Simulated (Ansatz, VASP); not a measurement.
**Two plane-wave programs on InSe**

```
In Se
1.0
     4.04733    0.00000    0.00000
    -2.02366    3.50509    0.00000
     0.00000    0.00000   18.05206
In Se
4 4
Direct
  0.00000 0.00000 0.57739
  0.00000 0.00000 0.42261
  0.33333 0.66667 0.92261
  0.33333 0.66667 0.07739
  0.67855 0.35710 0.85300
  0.66667 0.33333 0.14700
  0.33333 0.66667 0.64702
  0.33333 0.66667 0.35298
```

Alike in both runs: task single point; functional PBEsol; k mesh 12 × 12 × 2; occupations gaussian, width 0.05 eV; no spin polarisation.

|  | VASP | Ansatz |
| --- | --- | --- |
| version | VASP 6.6.1 | Ansatz 0.2.0 |
| potentials or method | VASP PAW PBE potentials, release 64 (In_d, Se), cutoff 520 eV | scalar-relativistic, plane waves, PAW |
| valence electrons in the cell | 76 | 116 |

VASP gave:

* gap on the k mesh at the Fermi level (eV): 0.63
* least direct gap on the mesh (eV): 0.63
* pressure (GPa): -0.7
* traceless stress, the component that is largest in VASP (GPa): 0.35
* rms of the force components (eV/Å): 0.114

**Question.** Estimate Ansatz's values.

**Answer.** gap on the k mesh at the Fermi level (eV): 0.64; least direct gap on the mesh (eV): 0.64; pressure (GPa): -0.8; traceless stress, the component that is largest in VASP (GPa): 0.34; rms of the force components (eV/Å): 0.110.

VASP's potentials were made for PBE, not for PBEsol. Atom by atom the forces differ by 0.011 eV/Å (rms over components). With one functional, cell and mesh, what is left measures potentials, basis and numerics. VASP's potentials hold 76 valence electrons a cell and Ansatz's 116, so a difference there can come from the potentials and not from the codes.
